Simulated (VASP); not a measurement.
# PbS (Galena) (Fm-3m) in VASP: single point with PBE

Aim: the single point of PbS (Galena) with PBE.

Everything below comes from runs of VASP 6.6.1. Logs are shortened: lines on timing, memory, paths and dates and some standing lists are left out, and cuts for length are marked.

## (1) The cell of the first run

It takes space group Fm-3m (No. 225, cubic). The conventional cell has a = 5.627 Å, b = 5.627 Å, c = 5.627 Å, α = 90.00°, β = 90.00°, γ = 90.00°. Within 3.7 Å of Pb (site symmetry m-3m) lie 6 S at 2.81 Å. S (site symmetry m-3m) has 6 Pb at 2.81 Å within 3.7 Å.

## (2) Single point, PBE (strain -5.3%)

File INCAR:

```
  ALGO = Normal
  EDIFF = 1E-6
  ENCUT = 520
  GGA = PE
  ISIF = 2
  ISMEAR = -1
  LASPH = True
  LCHARG = False
  LREAL = False
  LWAVE = False
  NBANDS = 17
  NELM = 80
  PREC = Accurate
  SIGMA = 0.02
```

File KPOINTS:

```
k-points
0
Gamma
  8 8 8
```

File POSCAR:

```
PbS
1.0
    0.0000000000      2.8134252583      2.8134252583
    2.8134252583      0.0000000000      2.8134252583
    2.8134252583      2.8134252583      0.0000000000
Pb S
1 1
Direct
    0.0000000000      0.0000000000      0.0000000000
    0.5000000000      0.5000000000      0.5000000000
```

Potentials or basis: VASP PAW PBE potentials, release 64 (Pb_d, S).

Run with:

```sh
cat potpaw_PBE.64/Pb_d/POTCAR potpaw_PBE.64/S/POTCAR > POTCAR
mpirun -np 1 vasp_std > vasp.out
```

OUTCAR:

```text
EDIFF = 1E-6
   ENCUT = 520
   GGA = PE
   ISIF = 2
   ISMEAR = -1
   LASPH = True
   LREAL = False
   NELM = 80
   PREC = Accurate

 ion  position               nearest neighbor table
   1  0.000  0.000  0.000-   2 2.81   2 2.81   2 2.81   2 2.81   2 2.81   2 2.81
   2  0.500  0.500  0.500-   1 2.81   1 2.81   1 2.81   1 2.81   1 2.81   1 2.81

  LATTYP: Found a face centered cubic cell.
 ALAT       =     5.6268505166

  Lattice vectors:

 A1 = (   0.0000000000,   2.8134252583,   2.8134252583)
 A2 = (   2.8134252583,   0.0000000000,   2.8134252583)
 A3 = (   2.8134252583,   2.8134252583,   0.0000000000)

Analysis of symmetry for initial positions (statically):
=====================================================================
 Subroutine PRICEL returns:
 Original cell was already a primitive cell.

 Routine SETGRP: Setting up the symmetry group for a
 face centered cubic supercell.

 Subroutine GETGRP returns: Found 48 space group operations
 (whereof 48 operations were pure point group operations)
 out of a pool of 48 trial point group operations.

The static configuration has the point symmetry O_h .

Analysis of symmetry for dynamics (positions and initial velocities):
=====================================================================
 Subroutine PRICEL returns:
 Original cell was already a primitive cell.

 Routine SETGRP: Setting up the symmetry group for a
 face centered cubic supercell.

 Subroutine GETGRP returns: Found 48 space group operations
 (whereof 48 operations were pure point group operations)
 out of a pool of 48 trial point group operations.

The dynamic configuration has the point symmetry O_h .

 Subroutine INISYM returns: Found 48 space group operations
 (whereof 48 operations are pure point group operations),
 and found     1 'primitive' translations

----------------------------------------------------------------------------------------

                                     Primitive cell

  volume of cell :      44.5386

  direct lattice vectors                    reciprocal lattice vectors
     0.000000000  2.813425258  2.813425258    -0.177719312  0.177719312  0.177719312
     2.813425258  0.000000000  2.813425258     0.177719312 -0.177719312  0.177719312
     2.813425258  2.813425258  0.000000000     0.177719312  0.177719312 -0.177719312

  length of vectors
     3.978784157  3.978784157  3.978784157     0.307818877  0.307818877  0.307818877

  position of ions in fractional coordinates (direct lattice)
     0.000000000  0.000000000  0.000000000
     0.500000000  0.500000000  0.500000000

  ion indices of the primitive-cell ions
   primitive index   ion index
                 1           1
                 2           2

----------------------------------------------------------------------------------------

 KPOINTS: k-points

Automatic generation of k-mesh.
 Grid dimensions read from file:
 generate k-points for:    8    8    8

 Generating k-lattice:

  Cartesian coordinates                     Fractional coordinates (reciprocal lattice)
    -0.022214914  0.022214914  0.022214914     0.125000000  0.000000000  0.000000000
     0.022214914 -0.022214914  0.022214914     0.000000000  0.125000000  0.000000000
     0.022214914  0.022214914 -0.022214914     0.000000000  0.000000000  0.125000000

  Length of vectors
     0.038477360  0.038477360  0.038477360

  Shift w.r.t. Gamma in fractional coordinates (k-lattice)
     0.000000000  0.000000000  0.000000000

 Subroutine IBZKPT returns following result:
 ===========================================

 Found     29 irreducible k-points:

 Following reciprocal coordinates:
            Coordinates               Weight
  0.000000  0.000000  0.000000      1.000000
  0.125000  0.000000  0.000000      8.000000
  0.250000  0.000000  0.000000      8.000000
  0.375000  0.000000  0.000000      8.000000
  0.500000  0.000000  0.000000      4.000000
  0.125000  0.125000  0.000000      6.000000
[... 16 lines left out ...]
  0.500000  0.250000  0.125000     48.000000
 -0.375000  0.250000  0.125000     24.000000
 [... further k-points ...]
   k-points           NKPTS =     29   k-points in BZ     NKDIM =     29   number of bands    NBANDS=     17
   number of dos      NEDOS =    301   number of ions     NIONS =      2
   total plane-waves  NPLWV =  27000
   dimension x,y,z NGX =    30 NGY =   30 NGZ =   30
   dimension x,y,z NGXF=    60 NGYF=   60 NGZF=   60
   ions per type =               1   1
   NGX,Y,Z   is equivalent  to a cutoff of  12.53, 12.53, 12.53 a.u.
   NGXF,Y,Z  is equivalent  to a cutoff of  25.07, 25.07, 25.07 a.u.
 SYSTEM =  unknown system
   PREC   = accura    normal or accurate (medium, high low for compatibility)
   ISTART =      0    job   : 0-new  1-cont  2-samecut
   ICHARG =      2    charge: 1-file 2-atom 10-const
   ISPIN  =      1    spin polarized calculation?
   LNONCOLLINEAR =      F non collinear calculations
   LSORBIT =      F    spin-orbit coupling
   LASPH  =      T    aspherical Exc in radial PAW
   ENCUT  =  520.0 eV  38.22 Ry    6.18 a.u.   7.40  7.40  7.40*2*pi/ulx,y,z
   NELM   =     80;   NELMIN=  2; NELMDL= -5     # of ELM steps
   EDIFF  = 0.1E-05   stopping-criterion for ELM
   LREAL  =      F    real-space projection
   EDIFFG = 0.1E-04   stopping-criterion for IOM
   NSW    =      0    number of steps for IOM
   IBRION =     -1    ionic relax: 0-MD 1-quasi-New 2-CG
   NFREE  =      0    steps in history (QN), initial steepest desc. (CG)
   ISIF   =      2    stress and relaxation
   ISYM   =      2    0-nonsym 1-usesym 2-fastsym
   POTIM  = 0.5000    time-step for ionic-motion
   TEBEG  =    0.0;   TEEND  =   0.0 temperature during run
   PSTRESS=    0.0 pullay stress
   NELECT =      20.0000    total number of electrons
   NUPDOWN=      -1.0000    fix difference up-down
   EMIN   =  10.00;   EMAX   =-10.00  energy-range for DOS
   EFERMI =   0.00;   METHOD = LEGACY
   ISMEAR =    -1;   SIGMA  =   0.02  broadening in eV -4-tet -1-fermi 0-gaus
   EFERMI_NEDOS =   21; number of points for ismear=-14 and -15
   IALGO  =     38    algorithm
   IMIX   =      4    mixing-type and parameters
     AMIX     =   0.40;   BMIX     =  1.00
     AMIX_MAG =   1.60;   BMIX_MAG =  1.00
  volume/ion in A,a.u.               =      22.27       150.28
  Fermi-wavevector in a.u.,A,eV,Ry     =   1.253640  2.369036 21.383091  1.571613
  Thomas-Fermi vector in A             =   2.387483
   LORBIT       =      0    0 simple, 1 ext, 2 COOP (PROOUT), +10 PAW based schemes
   GGA     = PE    functional components
   LHFCALC =     F    Hartree Fock is set to
   AEXX    =    0.0000 exact exchange contribution
   IVDW    =     0    specifies the selected vdW correction
   LEPSILON=     F    determine dielectric tensor
   LRPA    =     F    only Hartree local field effects (RPA)
 non-spin polarized calculation
  energy-cutoff  :      520.00
  volume of cell :       44.54
 maximum number of plane-waves:      1243
 NGX is ok and might be reduce to    30
   NGX = 15   NGY = 15   NGZ = 15

 number of electron      20.0000003 magnetization

 Free energy of the ion-electron system (eV)
  ---------------------------------------------------
  ext. energy  EPLUGINS =         0.00000000
  ---------------------------------------------------
  free energy    TOTEN  =        -8.37170549 eV

  energy without entropy =       -8.37170479  energy(sigma->0) =       -8.37170514

 E-fermi :   8.1622     XC(G=0): -10.4537

 val. band max:        7.9799557727   @ k =   0.5000   0.0000   0.0000
 cond. band min:       8.3444152484   @ k =   0.5000   0.0000   0.0000
 fundamental gap:      0.3644594757
 Fermi energy:         8.1621853879

 k-point     1 :       0.0000    0.0000    0.0000
  band No.  band energies     occupation
      1      -9.1007      2.00000
      2      -9.1007      2.00000
      3      -9.1007      2.00000
      4      -9.0904      2.00000
      5      -9.0904      2.00000
      6      -7.1061      2.00000
[... 9 lines left out ...]
     16      14.3546      0.00000
     17      16.1780      0.00000

 k-point     2 :       0.1250    0.0000    0.0000
  band No.  band energies     occupation
      1      -9.1023      2.00000
      2      -9.1023      2.00000
      3      -9.1003      2.00000
      4      -9.0857      2.00000
      5      -9.0857      2.00000
      6      -6.9374      2.00000
[... 9 lines left out ...]
     16      14.8190      0.00000
     17      17.6483      0.00000

 k-point     3 :       0.2500    0.0000    0.0000
  band No.  band energies     occupation
      1      -9.1234      2.00000
      2      -9.1234      2.00000
      3      -9.1009      2.00000
      4      -9.0572      2.00000
      5      -9.0572      2.00000
      6      -6.4596      2.00000
[... 9 lines left out ...]
     16      15.7086      0.00000
     17      20.2578      0.00000

 k-point     4 :       0.3750    0.0000    0.0000
  band No.  band energies     occupation
      1      -9.1451      2.00000
      2      -9.1451      2.00000
      3      -9.1030      2.00000
      4      -9.0279      2.00000
      5      -9.0279      2.00000
      6      -5.8094      2.00000
[... 9 lines left out ...]
     16      16.9725      0.00000
     17      20.5609      0.00000
[... 343 lines left out ...]
      1      -9.2020      2.00000
      2      -9.1098      2.00000
      3      -9.1000      2.00000
      4      -9.0483      2.00000
      5      -9.0386      2.00000
      6      -5.9971      2.00000
[... 9 lines left out ...]
     16      17.9621      0.00000
     17      18.4707      0.00000

 k-point    23 :       0.5000    0.2500    0.1250
  band No.  band energies     occupation
      1      -9.2362      2.00000
      2      -9.1157      2.00000
      3      -9.0945      2.00000
      4      -9.0437      2.00000
      5      -9.0211      2.00000
      6      -5.3756      2.00000
[... 9 lines left out ...]
     16      18.4454      0.00000
     17      19.6847      0.00000

 k-point    24 :      -0.3750    0.2500    0.1250
  band No.  band energies     occupation
      1      -9.2483      2.00000
      2      -9.1235      2.00000
      3      -9.0802      2.00000
      4      -9.0520      2.00000
      5      -9.0114      2.00000
      6      -5.0380      2.00000
[... 9 lines left out ...]
     16      18.9623      0.00000
     17      19.4454      0.00000

 [... further k-points ...]
[... 5 lines left out ...]
  --------------------------------------------------------------------------------------
  -------------------------------------------------------------------------------------
  Total        4.2969689      4.2969689      4.2969689     -0.0000000     -0.0000000      0.0000000
  in kB      154.5740742    154.5740742    154.5740742     -0.0000000     -0.0000000      0.0000000
  external PRESSURE =     154.5740742 kB  Pullay stress =       0.0000000 kB

 VOLUME and BASIS-vectors are now :
 -----------------------------------------------------------------------------
  energy-cutoff  :      520.00
  volume of cell :       44.54
      direct lattice vectors                 reciprocal lattice vectors
     0.000000000  2.813425258  2.813425258    -0.177719312  0.177719312  0.177719312
     2.813425258  0.000000000  2.813425258     0.177719312 -0.177719312  0.177719312
     2.813425258  2.813425258  0.000000000     0.177719312  0.177719312 -0.177719312

 POSITION                                       TOTAL-FORCE (eV/Angst)
 -----------------------------------------------------------------------------------
      0.00000      0.00000      0.00000        -0.000000      0.000000      0.000000
      2.81343      2.81343      2.81343         0.000000      0.000000     -0.000000
 -----------------------------------------------------------------------------------
    total drift:                               -0.000000      0.000000      0.000000

  FREE ENERGIE OF THE ION-ELECTRON SYSTEM (eV)
  ---------------------------------------------------
  free  energy   TOTEN  =        -8.3717054914 eV

  energy  without entropy=       -8.3717047938  energy(sigma->0) =       -8.37170514
```

It took 24 s on 1 thread of Intel Xeon Platinum 8375C at 2.90GHz (Ice Lake), shared host; peak memory 0.18 GiB.

What came out:

| Quantity | Value |
| --- | --- |
| Free energy | -8.3717 eV |
| Pressure | 15.5 GPa |
| Band gap on the k mesh | 0.36 eV, direct |

Caveat: the cell differs from its parent crystal (strain -5.3%); spin-orbit coupling is left out, which moves the levels of the heavy elements.
